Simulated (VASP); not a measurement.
A run of VASP 6.6.1:

File INCAR:

```
PREC = Accurate ; ENCUT = 520
EDIFF = 1E-6 ; ISMEAR = 0
SIGMA = 0.1 ; LREAL = False
LASPH = True ; NELM = 100
ALGO = Normal ; ISIF = 2
LWAVE = False ; LCHARG = False
GGA = PE ; NBANDS = 14
```

File KPOINTS:

```
Automatic mesh
0
Gamma
  18 18 8
```

File POSCAR:

```
Si2Se
1.0
    3.3502595672      0.0000000000      0.0000000000
   -1.6751297836      2.9014098944      0.0000000000
    0.0000000000      0.0000000000      6.0578141844
Si Se
2 1
Direct
    0.6666666667      0.3333333333      0.7008792475
    0.6666666667      0.3333333333      0.2991207525
    0.0000000000      0.0000000000      0.0000000000
```

Potentials or basis: VASP PAW PBE potentials, release 64 (Si, Se).

Command:

```bash
$ cat potpaw_PBE.64/Si/POTCAR potpaw_PBE.64/Se/POTCAR > POTCAR
$ mpirun -np 1 vasp_std > vasp.out
```

Hardware: 1 thread of Intel Xeon 8259CL (shared host).

Estimate the wall time of this run.

Run time: 2.8 min on 1 thread of Intel Xeon 8259CL (shared host), peak memory 0.29 GiB. Counts: scf iterations 11, k points 185.
